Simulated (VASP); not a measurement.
Runs of VASP 6.6.1 on Au. The structure is that of space group R-3m (No. 166), or close to it. The cells are those of the table. 

| task | cell | k mesh | cutoff (eV) | gap on the mesh (eV) | pressure (GPa) | largest force (eV/Å) |
| --- | --- | --- | --- | --- | --- | --- |
| single point | a = 7.766 Å, angles 57.1°, 12 atoms | 3 × 3 × 3 | 520 | none | -0.1 | 0.01 |
| single point | a = 6.998 Å, angles 58.1°, 12 atoms | 3 × 3 × 3 | 520 | none | 62.5 | (a) |
| relaxation of cell and atoms | relaxed from a = 6.998 Å, angles 58.1°, 12 atoms | 3 × 3 × 3 | 600 | none | 0.2 | 0.04 |
| single point | a = 7.842 Å, angles 55.9°, 12 atoms | 6 × 6 × 6 | 520 | none | -0.1 | 0.01 |

Alike in all rows: level PBE; potentials or basis VASP PAW PBE potentials, release 64 (Au); no spin polarisation; smearing gaussian 0.1 eV.

**Question.** Fill in the values left out.

**Answer.** (a) 7.45.

Caveats: some runs use coarse meshes; spin-orbit coupling is left out, which moves the levels of the heavy elements; forces of over 1 eV/Å act on the atoms, so gaps and moduli don't describe the material at rest (some runs).

A k mesh can miss the band edges, and the runs leave out spin-orbit coupling on Au.

A gap of «none» marks levels without a gap at the run's occupations.
